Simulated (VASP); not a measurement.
Runs of VASP 6.6.1 on Ag. The structure is that of space group Fm-3m (No. 225), or close to it. The cells are those of the table. 

```csv
task,cell,k mesh,cutoff (eV),gap on the mesh (eV),pressure (GPa)
single point,"a = 2.348 Å, angles 60.0°, 1 atom",20 × 20 × 20,520,none,389.8
relaxation of cell and atoms,"relaxed to 390 GPa from a = 2.348 Å, angles 60.0°, 1 atom",20 × 20 × 20,600,none,390.0
relaxation of cell and atoms,"relaxed from a = 2.932 Å, angles 60.0°, 1 atom",16 × 16 × 16,600,none,0.0
single point,"a = 2.933 Å, angles 60.0°, 1 atom",16 × 16 × 16,520,none,(a)
```

Alike in all rows: level PBE; potentials or basis VASP PAW PBE potentials, release 64 (Ag); no spin polarisation; smearing fermi-dirac 0.05 eV.

Task: Estimate the missing entries.

Result: (a) -0.1.

Caveats: the cell is relaxed towards a set pressure, so the enthalpy falls and the energy may rise (some runs).

A k mesh can miss the band edges, and the runs leave out spin-orbit coupling on Ag.

A gap of «none» marks levels without a gap at the run's occupations.
